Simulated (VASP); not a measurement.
Write the native input for VASP 6.6.1 that does the following.

| Property | Result |
| --- | --- |
| Task | single point |
| Functional | PBEsol |
| Potentials or basis | VASP PAW PBE potentials, release 64 (Sn_d, Te) |
| Cutoff | 500 eV |
| k mesh | 8 × 8 × 8 |
| Occupations | gaussian, width 0.01 eV |
| Spin | no spin polarisation |
| Dipole correction | no |
| Further INCAR settings | ALGO = Normal; EDIFF = 1e-06; NBANDS = 17 |

The structure of SnTe lies in POSCAR:

```
SnTe
1.0
    0.0000000000      3.1600000000      3.1600000000
    3.1600000000      0.0000000000      3.1600000000
    3.1600000000      3.1600000000      0.0000000000
Sn Te
1 1
Direct
    0.0000000000      0.0000000000      0.0000000000
    0.5000000000      0.5000000000      0.5000000000
```

The input as run:

INCAR

```
SYSTEM = SnTe
PREC = Accurate
ENCUT = 500
EDIFF = 1E-6
ISMEAR = 0
SIGMA = 0.01
LREAL = .False.
LASPH = .True.
NELM = 120
ALGO = Normal
ISIF = 2
LWAVE = .False.
LCHARG = .False.
GGA = PS
NBANDS = 17
GGA_COMPAT = .False.
```

KPOINTS

```
Automatic mesh
0
Gamma
  8 8 8
  0 0 0
```

Potentials or basis: VASP PAW PBE potentials, release 64 (Sn_d, Te).

Run with:

```bash
$ cat potpaw_PBE.64/Sn_d/POTCAR potpaw_PBE.64/Te/POTCAR > POTCAR
$ mpirun -np 1 vasp_std > vasp.out
```

Results of the run:

```yaml
Pressure: -0.7 GPa
Band_gap_on_the_k_mesh: 0.12 eV
```

Caveat: the PAW data sets were made with another functional, which shifts forces and pressure a little; spin-orbit coupling is left out, which moves the levels of the heavy elements.

It took 16 s on 1 thread of Intel(R) Xeon(R) 6975P-C (Granite Rapids), with other jobs on the host, peak memory 0.21 GiB.
